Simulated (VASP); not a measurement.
A run of VASP 6.6.1 is set up as follows.

INCAR

```
SYSTEM = CuO
  ALGO = Normal
  EDIFF = 1E-6
  ENCUT = 820
  GGA_COMPAT = .FALSE.
  ISIF = 2
  ISMEAR = 0
  ISPIN = 2
  LASPH = .TRUE.
  LCHARG = .FALSE.
  LDAU = .TRUE.
  LDAUJ = 0 0
  LDAUL = 2 -1
  LDAUPRINT = 1
  LDAUTYPE = 2
  LDAUU = 8 0
  LMAXMIX = 4
  LORBIT = 11
  LREAL = .FALSE.
  LWAVE = .FALSE.
  MAGMOM = 0 0
  NBANDS = 24
  NELM = 200
  NUPDOWN = 0.0
  PREC = Accurate
  SIGMA = 0.05
```

KPOINTS

```
k-points
0
G
  7 7 7
  0 0 0
```

POSCAR

```
CuO
1.0
    2.5525506100      0.0000000000      0.0000000000
    0.0000000000      2.5525506100      0.0000000000
    0.0000000000      0.0000000000      2.5525506100
Cu O
1 1
Direct
    0.0000000000      0.0000000000      0.0000000000
    0.5000000000      0.5000000000      0.5000000000
```

Potentials or basis: VASP PAW LDA potentials, release 64 (Cu_sv_GW, O).

Run with:

```bash
$ cat potpaw_LDA.64/Cu_sv_GW/POTCAR potpaw_LDA.64/O/POTCAR > POTCAR
$ mpirun -np 1 vasp_std > vasp.out
```

Question: Estimate the pressure.

Answer: -5.7 GPa.

Eigenvalues of the final occupation matrices:
```tsv
site	spin	trace	eigenvalues
site 1 d	1	4.58	0.90 0.90 0.90 0.94 0.94
site 1 d	2	4.58	0.90 0.90 0.90 0.94 0.94
```

Caveat: the cell stands under tension; the total moment is fixed, so each spin has its own Fermi level.
